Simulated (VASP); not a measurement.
A run of VASP 6.6.1 is set up as follows.

File POSCAR:

```
As
1.0
    1.8807968987      1.0858785957      3.5140619945
   -1.8807968987      1.0858785957      3.5140619945
    0.0000000000     -2.1717571915      3.5140619945
As
2
Direct
    0.2260000000      0.2260000000      0.2260000000
    0.7740000000      0.7740000000      0.7740000000
```

Contents of INCAR.step1:

```
SYSTEM = As
PREC = Accurate
ENCUT = 520
ISMEAR = -1
SIGMA = 0.05
LREAL = .FALSE.
LASPH = .TRUE.
NELM = 60
NBANDS = 12
GGA = PE
ALGO = Normal
EDIFF = 1E-4
LWAVE = .TRUE.
LCHARG = .FALSE.
```

The input INCAR.step2:

```
SYSTEM = As
PREC = Accurate
ENCUT = 520
EDIFF = 1E-6
ISMEAR = -1
SIGMA = 0.05
LREAL = .FALSE.
LASPH = .TRUE.
NELM = 60
ALGO = Normal
ISIF = 2
LWAVE = .FALSE.
LCHARG = .TRUE.
METAGGA = R2SCAN
LMIXTAU = .TRUE.
LELF = .TRUE.
LVHAR = .TRUE.
NBANDS = 12
ISTART = 1
```

Contents of KPOINTS:

```
regular mesh
0
G
  7 7 7
  0 0 0
```

Potentials or basis: VASP PAW PBE potentials, release 64 (As).

Command:

```sh
$ cat potpaw_PBE.64/As/POTCAR > POTCAR
$ cp INCAR.step1 INCAR
$ mpirun -np 1 vasp_std > vasp.out
$ cp INCAR.step2 INCAR
$ mpirun -np 1 vasp_std > vasp.out
```

(1) What does it give for the pressure?

(2) What does it give for the largest force?

(3) What does it give for the band gap on the k mesh?

Answers

(1) 1.9 GPa.

(2) 0.153 eV/Å.

(3) 0.01 eV, indirect (least direct gap 0.71 eV).

Caveat: the PAW data sets were made with another functional, which shifts forces and pressure a little.
